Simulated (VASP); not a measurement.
# Pb in VASP: notebook

Runs on Pb. Level: PBE. Tasks: single point.

Everything below comes from runs of VASP 6.6.1. Logs are shortened: lines on timing, memory, paths and dates and some standing lists are left out, and cuts for length are marked.

## Step 1: The cell of the first run

The structure is cubic, space group Fm-3m (No. 225). The conventional cell has a = 4.950 Å, b = 4.950 Å, c = 4.950 Å, α = 90.00°, β = 90.00°, γ = 90.00°. Within 4.6 Å of Pb (site symmetry m-3m) lie 12 Pb at 3.50 Å.

## Step 2: Single point, PBE

INCAR

```
SYSTEM = Pb
ALGO = Fast ; EDIFF = 1E-6
ENCUT = 520 ; GGA = PE
ISIF = 2 ; ISMEAR = -1
LASPH = .TRUE. ; LCHARG = .FALSE.
LREAL = .FALSE. ; LWAVE = .FALSE.
NBANDS = 13 ; NELM = 60
PREC = Accurate ; SIGMA = 0.05
```

KPOINTS

```
k-points
0
G
  9 9 9
  0 0 0
```

POSCAR

```
Pb
1.0
    0.0000000000      2.4750200000      2.4750200000
    2.4750200000      0.0000000000      2.4750200000
    2.4750200000      2.4750200000      0.0000000000
Pb
1
Direct
    0.0000000000      0.0000000000      0.0000000000
```

Potentials or basis: VASP PAW PBE potentials, release 64 (Pb_d).

Run with:

```sh
cat potpaw_PBE.64/Pb_d/POTCAR > POTCAR
mpirun -np 1 vasp_std > vasp.out
```

OUTCAR:

```text
SYSTEM = Pb
   EDIFF = 1E-6
   ENCUT = 520
   GGA = PE
   ISIF = 2
   ISMEAR = -1
   LASPH = .TRUE.
   LREAL = .FALSE.
   NELM = 60
   PREC = Accurate

 ion  position               nearest neighbor table
   1  0.000  0.000  0.000-

  LATTYP: Found a face centered cubic cell.
 ALAT       =     4.9500400000

  Lattice vectors:

 A1 = (   0.0000000000,   2.4750200000,   2.4750200000)
 A2 = (   2.4750200000,   0.0000000000,   2.4750200000)
 A3 = (   2.4750200000,   2.4750200000,   0.0000000000)

Analysis of symmetry for initial positions (statically):
[... 5 lines left out ...]
 face centered cubic supercell.

 Subroutine GETGRP returns: Found 48 space group operations
 (whereof 48 operations were pure point group operations)
 out of a pool of 48 trial point group operations.

The static configuration has the point symmetry O_h .

Analysis of symmetry for dynamics (positions and initial velocities):
[... 5 lines left out ...]
 face centered cubic supercell.

 Subroutine GETGRP returns: Found 48 space group operations
 (whereof 48 operations were pure point group operations)
 out of a pool of 48 trial point group operations.

The dynamic configuration has the point symmetry O_h .

 Subroutine INISYM returns: Found 48 space group operations
 (whereof 48 operations are pure point group operations),
 and found     1 'primitive' translations

----------------------------------------------------------------------------------------

                                     Primitive cell

  volume of cell :      30.3226

  direct lattice vectors                    reciprocal lattice vectors
     0.000000000  2.475020000  2.475020000    -0.202018570  0.202018570  0.202018570
     2.475020000  0.000000000  2.475020000     0.202018570 -0.202018570  0.202018570
     2.475020000  2.475020000  0.000000000     0.202018570  0.202018570 -0.202018570

  length of vectors
     3.500206851  3.500206851  3.500206851     0.349906427  0.349906427  0.349906427

  position of ions in fractional coordinates (direct lattice)
     0.000000000  0.000000000  0.000000000

  ion indices of the primitive-cell ions
   primitive index   ion index
                 1           1

----------------------------------------------------------------------------------------

 KPOINTS: k-points

Automatic generation of k-mesh.
 Grid dimensions read from file:
 generate k-points for:    9    9    9

 Generating k-lattice:

  Cartesian coordinates                     Fractional coordinates (reciprocal lattice)
    -0.022446508  0.022446508  0.022446508     0.111111111  0.000000000  0.000000000
     0.022446508 -0.022446508  0.022446508     0.000000000  0.111111111  0.000000000
     0.022446508  0.022446508 -0.022446508     0.000000000  0.000000000  0.111111111

  Length of vectors
     0.038878492  0.038878492  0.038878492

  Shift w.r.t. Gamma in fractional coordinates (k-lattice)
     0.000000000  0.000000000  0.000000000

 Subroutine IBZKPT returns following result:
 ===========================================

 Found     35 irreducible k-points:

 Following reciprocal coordinates:
            Coordinates               Weight
  0.000000  0.000000  0.000000      1.000000
  0.111111  0.000000  0.000000      8.000000
  0.222222  0.000000  0.000000      8.000000
  0.333333  0.000000  0.000000      8.000000
  0.444444  0.000000  0.000000      8.000000
  0.111111  0.111111  0.000000      6.000000
[... 16 lines left out ...]
 -0.333333  0.333333  0.000000     12.000000
  0.444444  0.444444  0.000000      6.000000
 [... further k-points ...]
   k-points           NKPTS =     35   k-points in BZ     NKDIM =     35   number of bands    NBANDS=     13
   number of dos      NEDOS =    301   number of ions     NIONS =      1
   total plane-waves  NPLWV =  21952
   dimension x,y,z NGX =    28 NGY =   28 NGZ =   28
   dimension x,y,z NGXF=    56 NGYF=   56 NGZF=   56
   ions per type =               1
   NGX,Y,Z   is equivalent  to a cutoff of  13.30, 13.30, 13.30 a.u.
   NGXF,Y,Z  is equivalent  to a cutoff of  26.60, 26.60, 26.60 a.u.
 SYSTEM =  Pb
   PREC   = accura    normal or accurate (medium, high low for compatibility)
   ISTART =      0    job   : 0-new  1-cont  2-samecut
   ICHARG =      2    charge: 1-file 2-atom 10-const
   ISPIN  =      1    spin polarized calculation?
   LNONCOLLINEAR =      F non collinear calculations
   LSORBIT =      F    spin-orbit coupling
   LASPH  =      T    aspherical Exc in radial PAW
   ENCUT  =  520.0 eV  38.22 Ry    6.18 a.u.   6.51  6.51  6.51*2*pi/ulx,y,z
   NELM   =     60;   NELMIN=  2; NELMDL= -5     # of ELM steps
   EDIFF  = 0.1E-05   stopping-criterion for ELM
   LREAL  =      F    real-space projection
   EDIFFG = 0.1E-04   stopping-criterion for IOM
   NSW    =      0    number of steps for IOM
   IBRION =     -1    ionic relax: 0-MD 1-quasi-New 2-CG
   NFREE  =      0    steps in history (QN), initial steepest desc. (CG)
   ISIF   =      2    stress and relaxation
   ISYM   =      2    0-nonsym 1-usesym 2-fastsym
   POTIM  = 0.5000    time-step for ionic-motion
   TEBEG  =    0.0;   TEEND  =   0.0 temperature during run
   PSTRESS=    0.0 pullay stress
   NELECT =      14.0000    total number of electrons
   NUPDOWN=      -1.0000    fix difference up-down
   EMIN   =  10.00;   EMAX   =-10.00  energy-range for DOS
   EFERMI =   0.00;   METHOD = LEGACY
   ISMEAR =    -1;   SIGMA  =   0.05  broadening in eV -4-tet -1-fermi 0-gaus
   EFERMI_NEDOS =   21; number of points for ismear=-14 and -15
   IALGO  =     68    algorithm
   IMIX   =      4    mixing-type and parameters
     AMIX     =   0.40;   BMIX     =  1.00
     AMIX_MAG =   1.60;   BMIX_MAG =  1.00
  volume/ion in A,a.u.               =      30.32       204.63
  Fermi-wavevector in a.u.,A,eV,Ry     =   1.265306  2.391081 21.782907  1.600999
  Thomas-Fermi vector in A             =   2.398566
   LORBIT       =      0    0 simple, 1 ext, 2 COOP (PROOUT), +10 PAW based schemes
   GGA     = PE    functional components
   LHFCALC =     F    Hartree Fock is set to
   AEXX    =    0.0000 exact exchange contribution
   IVDW    =     0    specifies the selected vdW correction
   LEPSILON=     F    determine dielectric tensor
   LRPA    =     F    only Hartree local field effects (RPA)
 non-spin polarized calculation
 RMM-DIIS sequential band-by-band and
  energy-cutoff  :      520.00
  volume of cell :       30.32
 maximum number of plane-waves:       869
 NGX is ok and might be reduce to    28
   NGX = 13   NGY = 13   NGZ = 13

 number of electron      13.9999999 magnetization

 Free energy of the ion-electron system (eV)
  ---------------------------------------------------
  ext. energy  EPLUGINS =         0.00000000
  ---------------------------------------------------
  free energy    TOTEN  =        -3.57031349 eV

  energy without entropy =       -3.56720295  energy(sigma->0) =       -3.56875822

 E-fermi :   7.1398     XC(G=0): -10.1859

 val. band max:        6.9154127285   @ k =  -0.3333   0.3333   0.1111
 cond. band min:       7.1464722847   @ k =  -0.2222   0.3333   0.1111
 fundamental gap:      0.2310595563
 Fermi energy:         7.1397883679

 k-point     1 :       0.0000    0.0000    0.0000
  band No.  band energies     occupation
      1      -9.7948      2.00000
      2      -9.7948      2.00000
      3      -9.7948      2.00000
      4      -9.6547      2.00000
      5      -9.6547      2.00000
      6      -4.4737      2.00000
      7      14.6989      0.00000
      8      14.6989      0.00000
      9      14.6989      0.00000
     10      17.0448      0.00000
     11      18.6201      0.00000
     12      19.7653      0.00000
     13      19.7653      0.00000

 k-point     2 :       0.1111    0.0000    0.0000
  band No.  band energies     occupation
      1      -9.7954      2.00000
      2      -9.7784      2.00000
      3      -9.7784      2.00000
      4      -9.6547      2.00000
      5      -9.6547      2.00000
      6      -4.2359      2.00000
      7      12.3296      0.00000
      8      14.4167      0.00000
      9      14.4167      0.00000
     10      16.6522      0.00000
     11      19.5953      0.00000
     12      20.2690      0.00000
     13      20.2703      0.00000

 k-point     3 :       0.2222    0.0000    0.0000
  band No.  band energies     occupation
      1      -9.8005      2.00000
      2      -9.7589      2.00000
      3      -9.7589      2.00000
      4      -9.6321      2.00000
      5      -9.6321      2.00000
      6      -3.5243      2.00000
      7       8.8629      0.00000
      8      13.8173      0.00000
      9      13.8173      0.00000
     10      16.3083      0.00000
     11      19.1407      0.00000
     12      19.8941      0.00000
     13      19.8941      0.00000

 k-point     4 :       0.3333    0.0000    0.0000
  band No.  band energies     occupation
      1      -9.8119      2.00000
      2      -9.7684      2.00000
      3      -9.7684      2.00000
      4      -9.5733      2.00000
      5      -9.5733      2.00000
      6      -2.3828      2.00000
      7       5.7474      2.00000
      8      13.2447      0.00000
      9      13.2447      0.00000
     10      16.2139      0.00000
     11      17.8422      0.00000
     12      18.9980      0.00000
     13      18.9980      0.00000

 k-point     5 :       0.4444    0.0000    0.0000
  band No.  band energies     occupation
      1      -9.8220      2.00000
      2      -9.7818      2.00000
      3      -9.7818      2.00000
      4      -9.5269      2.00000
      5      -9.5269      2.00000
      6      -1.1186      2.00000
      7       3.4732      2.00000
      8      12.9064      0.00000
      9      12.9064      0.00000
     10      16.3944      0.00000
     11      16.9613      0.00000
     12      18.5421      0.00000
     13      18.5421      0.00000

 k-point     6 :       0.1111    0.1111    0.0000
  band No.  band energies     occupation
      1      -9.8140      2.00000
      2      -9.7607      2.00000
      3      -9.7607      2.00000
      4      -9.6750      2.00000
      5      -9.6404      2.00000
      6      -4.1567      2.00000
      7      13.0133      0.00000
      8      13.5211      0.00000
      9      13.5211      0.00000
     10      16.1965      0.00000
     11      18.8013      0.00000
     12      21.0090      0.00000
     13      21.2443      0.00000

 k-point     7 :       0.2222    0.1111    0.0000
  band No.  band energies     occupation
      1      -9.8229      2.00000
      2      -9.7367      2.00000
      3      -9.7305      2.00000
      4      -9.6810      2.00000
      5      -9.6163      2.00000
      6      -3.6029      2.00000
      7      10.0412      0.00000
      8      12.6945      0.00000
      9      13.1886      0.00000
     10      16.3543      0.00000
     11      17.5579      0.00000
     12      20.4947      0.00000
     13      21.7534      0.00000
[... 193 lines left out ...]
 k-point    20 :       0.3333    0.3333    0.0000
  band No.  band energies     occupation
      1      -9.9175      2.00000
      2      -9.8081      2.00000
      3      -9.5672      2.00000
      4      -9.5672      2.00000
      5      -9.5623      2.00000
      6      -1.6787      2.00000
      7       7.2560      0.17843
      8      10.2113      0.00000
      9      10.2113      0.00000
     10      13.5979      0.00000
     11      14.3454      0.00000
     12      25.2895      0.00000
     13      25.5798      0.00000

 k-point    21 :       0.4444    0.3333    0.0000
  band No.  band energies     occupation
      1      -9.9172      2.00000
      2      -9.8248      2.00000
      3      -9.5769      2.00000
      4      -9.5438      2.00000
      5      -9.5117      2.00000
      6      -0.6544      2.00000
      7       5.7196      2.00000
      8       8.7008      0.00000
      9       9.9065      0.00000
     10      13.5231      0.00000
     11      15.3161      0.00000
     12      24.2786      0.00000
     13      24.5490      0.00000

 k-point    22 :      -0.4444    0.3333    0.0000
  band No.  band energies     occupation
      1      -9.8861      2.00000
      2      -9.7842      2.00000
      3      -9.5949      2.00000
      4      -9.5744      2.00000
      5      -9.5143      2.00000
      6       0.2595      2.00000
      7       4.8451      2.00000
      8       6.8338      1.99561
      9      10.1596      0.00000
     10      13.7027      0.00000
     11      17.9156      0.00000
     12      23.3979      0.00000
     13      23.5269      0.00000

 k-point    23 :      -0.3333    0.3333    0.0000
  band No.  band energies     occupation
      1      -9.8497      2.00000
      2      -9.6919      2.00000
      3      -9.6451      2.00000
      4      -9.6227      2.00000
      5      -9.5584      2.00000
      6       0.1131      2.00000
      7       5.4673      2.00000
      8       5.7370      2.00000
      9      10.9411      0.00000
     10      14.1951      0.00000
     11      21.0318      0.00000
     12      22.6663      0.00000
     13      22.6953      0.00000

 k-point    24 :       0.4444    0.4444    0.0000
  band No.  band energies     occupation
      1      -9.9531      2.00000
      2      -9.8613      2.00000
      3      -9.5349      2.00000
      4      -9.4961      2.00000
      5      -9.4961      2.00000
      6       0.1219      2.00000
      7       4.5684      2.00000
      8       9.4312      0.00000
      9       9.4312      0.00000
     10      12.7577      0.00000
     11      13.9745      0.00000
     12      25.5438      0.00000
     13      27.2455      0.00000

 [... further k-points ...]
[... 5 lines left out ...]
  --------------------------------------------------------------------------------------
  -------------------------------------------------------------------------------------
  Total        0.4194524      0.4194524      0.4194524     -0.0000000     -0.0000000      0.0000000
  in kB       22.1629275     22.1629275     22.1629275     -0.0000000     -0.0000000      0.0000000
  external PRESSURE =      22.1629275 kB  Pullay stress =       0.0000000 kB

 VOLUME and BASIS-vectors are now :
 -----------------------------------------------------------------------------
  energy-cutoff  :      520.00
  volume of cell :       30.32
      direct lattice vectors                 reciprocal lattice vectors
     0.000000000  2.475020000  2.475020000    -0.202018570  0.202018570  0.202018570
     2.475020000  0.000000000  2.475020000     0.202018570 -0.202018570  0.202018570
     2.475020000  2.475020000  0.000000000     0.202018570  0.202018570 -0.202018570

 POSITION                                       TOTAL-FORCE (eV/Angst)
 -----------------------------------------------------------------------------------
      0.00000      0.00000      0.00000         0.000000      0.000000     -0.000000
 -----------------------------------------------------------------------------------
    total drift:                               -0.000000     -0.000000     -0.000000

  FREE ENERGIE OF THE ION-ELECTRON SYSTEM (eV)
  ---------------------------------------------------
  free  energy   TOTEN  =        -3.5703134867 eV

  energy  without entropy=       -3.5672029475  energy(sigma->0) =       -3.56875822
```

Wall time 7.5 s (1 thread of Intel Xeon 6975P-C (Granite Rapids), shared host); peak memory 0.15 GiB.

Results:

| Quantity | Value |
| --- | --- |
| Free energy | -3.5703 eV |
| Pressure | 2.2 GPa |
| Band gap on the k mesh | zero (band 7 reaches 14.70 eV, above the bottom of band 8 at 5.74 eV) |

Caveat: spin-orbit coupling is left out, which moves the levels of the heavy elements.

## Step 3: Single point, PBE

INCAR

```
ALGO = Normal ; EDIFF = 1E-6
ENCUT = 520 ; GGA = PE
ISIF = 2 ; ISMEAR = -1
LASPH = T ; LCHARG = F
LREAL = F ; LWAVE = F
NBANDS = 13 ; NELM = 100
PREC = Accurate ; SIGMA = 0.05
```

KPOINTS

```
k-points
0
Gamma
  9 9 9
```

POSCAR is that of step 2.

Potentials or basis: VASP PAW PBE potentials, release 64 (Pb_d).

Run with:

```sh
cat potpaw_PBE.64/Pb_d/POTCAR > POTCAR
mpirun -np 1 vasp_std > vasp.out
```

OUTCAR:

```text
EDIFF = 1E-6
   ENCUT = 520
   GGA = PE
   ISIF = 2
   ISMEAR = -1
   LASPH = T
   LREAL = F
   NELM = 100
   PREC = Accurate

 ion  position               nearest neighbor table
   1  0.000  0.000  0.000-

  LATTYP: Found a face centered cubic cell.
 ALAT       =     4.9500400000

  Lattice vectors:

 A1 = (   0.0000000000,   2.4750200000,   2.4750200000)
 A2 = (   2.4750200000,   0.0000000000,   2.4750200000)
 A3 = (   2.4750200000,   2.4750200000,   0.0000000000)

Analysis of symmetry for initial positions (statically):
[... 5 lines left out ...]
 face centered cubic supercell.
[... 547 lines left out ...]
      6       0.1220      2.00000
      7       4.5684      2.00000
      8       9.4312      0.00000
      9       9.4312      0.00000
     10      12.7576      0.00000
     11      13.9744      0.00000
     12      25.5438      0.00000
     13      27.2387      0.00000

 [... further k-points ...]
[... 5 lines left out ...]
  --------------------------------------------------------------------------------------
  -------------------------------------------------------------------------------------
  Total        0.4170473      0.4170473      0.4170473     -0.0000000      0.0000000      0.0000000
  in kB       22.0358496     22.0358496     22.0358496     -0.0000000      0.0000000      0.0000000
  external PRESSURE =      22.0358496 kB  Pullay stress =       0.0000000 kB

 VOLUME and BASIS-vectors are now :
 -----------------------------------------------------------------------------
  energy-cutoff  :      520.00
  volume of cell :       30.32
      direct lattice vectors                 reciprocal lattice vectors
     0.000000000  2.475020000  2.475020000    -0.202018570  0.202018570  0.202018570
     2.475020000  0.000000000  2.475020000     0.202018570 -0.202018570  0.202018570
     2.475020000  2.475020000  0.000000000     0.202018570  0.202018570 -0.202018570

 POSITION                                       TOTAL-FORCE (eV/Angst)
 -----------------------------------------------------------------------------------
      0.00000      0.00000      0.00000         0.000000      0.000000      0.000000
 -----------------------------------------------------------------------------------
    total drift:                               -0.000000     -0.000000     -0.000000

  FREE ENERGIE OF THE ION-ELECTRON SYSTEM (eV)
  ---------------------------------------------------
  free  energy   TOTEN  =        -3.5703131702 eV

  energy  without entropy=       -3.5672027222  energy(sigma->0) =       -3.56875795
```

OSZICAR:

```text
N       E                     dE             d eps       ncg     rms          rms(c)
DAV:   1     0.108018681582E+03    0.10802E+03   -0.70833E+03   930   0.126E+03
DAV:   2     0.141772924402E+01   -0.10660E+03   -0.10309E+03   950   0.313E+02
DAV:   3    -0.346415253569E+01   -0.48819E+01   -0.48629E+01  1148   0.720E+01
DAV:   4    -0.357672416132E+01   -0.11257E+00   -0.11255E+00  1134   0.118E+01
DAV:   5    -0.358199181963E+01   -0.52677E-02   -0.52674E-02  1265   0.235E+00    0.527E-01
DAV:   6    -0.357263036024E+01    0.93615E-02   -0.12947E-02  1184   0.200E+00    0.263E-01
DAV:   7    -0.357037317218E+01    0.22572E-02   -0.57311E-03  1185   0.125E+00    0.888E-02
DAV:   8    -0.357031739934E+01    0.55773E-04   -0.43162E-04  1258   0.330E-01    0.102E-02
DAV:   9    -0.357031410228E+01    0.32971E-05   -0.10553E-05  1225   0.572E-02    0.497E-03
DAV:  10    -0.357031317018E+01    0.93210E-06   -0.94112E-07   811   0.913E-03
   1 F= -.35703132E+01 E0= -.35687579E+01  d E =-.311045E-02
```

stdout:

```text
POSCAR found type information on POSCAR Pb
 POSCAR found :  1 types and       1 ions
 scaLAPACK will be used
 LDA part: xc-table for (Slater+PW92), standard interpolation
 POSCAR, INCAR and KPOINTS ok, starting setup
 FFT: planning ... GRIDC
 FFT: planning ... GRID_SOFT
 FFT: planning ... GRID
 WAVECAR not read
 entering main loop
```

Wall time 7.9 s (1 thread of Intel Xeon Platinum 8375C at 2.90GHz (Ice Lake), shared host); peak memory 0.16 GiB.

What came out:

```
Free energy            : -3.5703 eV
Pressure               : 2.2 GPa
Band gap on the k mesh : zero (band 7 reaches 14.70 eV, above the bottom of band 8 at 5.74 eV)
```

Levels at points of the mesh, in eV from the Fermi level:
```
           k point  band 3  band 4  band 5  band 6  band 7  band 8  band 9  band 10  band 11  band 12
(0.00, 0.00, 0.00)  -16.93  -16.79  -16.79  -11.61    7.56    7.56    7.56     9.90    11.48    12.63
```

Caveat: spin-orbit coupling is left out, which moves the levels of the heavy elements.

(Part 1 of 2 ends here.)
